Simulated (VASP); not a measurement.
Set up this calculation in VASP 6.6.1, as the native input.

| Quantity | Value |
| --- | --- |
| Task | single point |
| Functional | PBE |
| Dispersion | D3(BJ) |
| Potentials or basis | VASP PAW PBE potentials, release 64 (P, Se, O) |
| Cutoff | 520 eV |
| k mesh | 6 × 6 × 6 |
| Occupations | gaussian, width 0.1 eV |
| Spin | no spin polarisation |
| Dipole correction | no |
| Further INCAR settings | ALGO = Normal; EDIFF = 1e-06; NBANDS = 22 |

The structure of P2Se2O lies in POSCAR:

```
P2Se2O
1.0
   -2.2241483700      2.2241483700      5.1390806500
    2.2241483700     -2.2241483700      5.1390806500
    2.2241483700      2.2241483700     -5.1390806500
P Se O
2 2 1
Direct
    0.7500000000      0.2500000000      0.5000000000
    0.2500000000      0.7500000000      0.5000000000
    0.3750000000      0.3750000000      0.0000000000
    0.6250000000      0.6250000000      0.0000000000
    0.0000000000      0.0000000000      0.0000000000
```

The input as run:

INCAR

```
SYSTEM = P2Se2O
PREC = Accurate
ENCUT = 520
EDIFF = 1E-6
ISMEAR = 0
SIGMA = 0.1
LREAL = .FALSE.
LASPH = .TRUE.
NELM = 60
ALGO = Normal
ISIF = 2
LWAVE = .FALSE.
LCHARG = .TRUE.
GGA = PE
IVDW = 12
LELF = .TRUE.
LVHAR = .TRUE.
NBANDS = 22
```

KPOINTS

```
regular mesh
0
G
  6 6 6
  0 0 0
```

Potentials or basis: VASP PAW PBE potentials, release 64 (P, Se, O).

The run is started by

```bash
$ cat potpaw_PBE.64/P/POTCAR potpaw_PBE.64/Se/POTCAR potpaw_PBE.64/O/POTCAR > POTCAR
$ mpirun -np 1 vasp_std > vasp.out
```

Results of the run:

```json
{"Pressure": "-5.4 GPa", "Largest force": "2.483 eV/Å", "Band gap on the k mesh": "zero (band 14 reaches 4.41 eV, above the bottom of band 15 at 3.51 eV)", "Dispersion energy per atom": "-0.286 eV"}
```

Caveat: pairwise dispersion overbinds metals, which lowers pressure and volume; forces of over 1 eV/Å act on the atoms, so gaps and moduli don't describe the material at rest.

Run time: 51 s on 1 thread of Intel(R) Xeon(R) 6975P-C (Granite Rapids), with other jobs on the host, peak memory 0.34 GiB.
